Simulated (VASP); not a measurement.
# H18CO10: single point with LDA

H18CO10:

```
CELL_PARAMETERS angstrom
6.93338 0.00000 0.00000
0.00000 6.93338 0.00000
0.00000 0.00000 6.93338
ATOMIC_POSITIONS crystal
O 0.90188 0.26998 0.00713
O 0.74474 0.06900 0.72426
O 0.58113 0.71867 0.43816
O 0.89909 0.20882 0.38179
O 0.13784 0.48041 0.46055
O 0.27443 0.18634 0.94072
O 0.34356 0.83763 0.70475
O 0.96935 0.75308 0.65516
O 0.45815 0.52723 0.84761
O 0.62809 0.67613 0.08149
H 0.86079 0.19693 0.88908
H 0.03886 0.25657 0.01347
H 0.61651 0.01913 0.73797
H 0.82962 0.95193 0.71767
H 0.71097 0.68640 0.50101
H 0.60059 0.71852 0.29147
H 0.79903 0.16820 0.46174
H 0.86764 0.21512 0.24062
H 0.25783 0.49674 0.38473
H 0.06036 0.36621 0.41152
H 0.31853 0.29263 0.86264
H 0.30013 0.06473 0.87360
H 0.20655 0.80787 0.66810
H 0.42161 0.81496 0.58247
H 0.04026 0.64172 0.57114
H 0.94530 0.67752 0.76938
H 0.40873 0.65831 0.81297
H 0.59401 0.38042 0.03944
C 0.56795 0.53010 0.99627
```

```json
{"Program": "VASP 6.6.1", "Task": "single point", "Functional": "LDA", "Potentials or basis": "VASP PAW LDA potentials, release 64 (O, H, C)", "Cutoff": "520 eV", "k mesh": "1 × 1 × 1", "Occupations": "fermi-dirac, width 0.05 eV", "Spin": "no spin polarisation"}
```

| Quantity | Value |
| --- | --- |
| Pressure | 0.0 GPa |
| Largest force | 3.337 eV/Å |
| Band gap on the k mesh | 4.64 eV |

Forces on the atoms (eV/Å):
```
O   -1.733  0.393  0.076
O    1.242 -0.047 -0.260
O    0.974 -0.210  0.736
O    2.460  1.087 -1.975
O    0.719  0.658 -0.069
O   -0.350 -0.399  0.887
O    0.008  0.162 -0.046
O    0.691 -0.994 -1.011
O   -0.264 -0.914 -0.351
O   -0.525 -0.883 -1.289
H   -0.354 -0.001  0.303
H    1.965 -0.391 -0.249
H   -1.144 -0.292  0.243
H   -0.090  0.257 -0.449
H   -1.371  0.536 -0.817
H    0.218 -0.164  0.657
H   -1.949 -0.876  1.777
H   -0.193 -0.101 -0.055
H   -0.513  0.008  0.507
H   -0.628 -0.281  0.309
H    0.412  0.619 -0.671
H    0.052 -0.223 -0.374
H   -0.180  0.459  0.339
H    0.419 -0.202 -0.086
H   -0.472  0.384 -0.351
H   -0.268 -0.343  1.051
H   -0.461  1.656 -1.011
H    0.589 -0.337  0.572
C    0.745  0.440  1.607
```

Stress tensor (GPa, compression positive):
```
 0.52  0.23 -0.03
 0.23 -0.71 -1.83
-0.03 -1.83  0.20
```

Levels at points of the mesh, in eV from the valence-band top:
| k point | band 37 | band 38 | band 39 | band 40 | band 41 | band 42 | band 43 | band 44 | band 45 | band 46 |
| --- | --- | --- | --- | --- | --- | --- | --- | --- | --- | --- |
| (0.00, 0.00, 0.00) | -0.54 | -0.35 | -0.25 | -0.12 | 0.00 | 4.64 | 4.86 | 7.15 | 7.43 | 7.81 |

Run time: 42 s on 1 thread of Intel(R) Xeon(R) Platinum 8259CL CPU @ 2.50GHz (Skylake/Cascade Lake), with other jobs on the host, peak memory 0.29 GiB.

Caveat: the k points lie up to 0.91 Å⁻¹ apart.
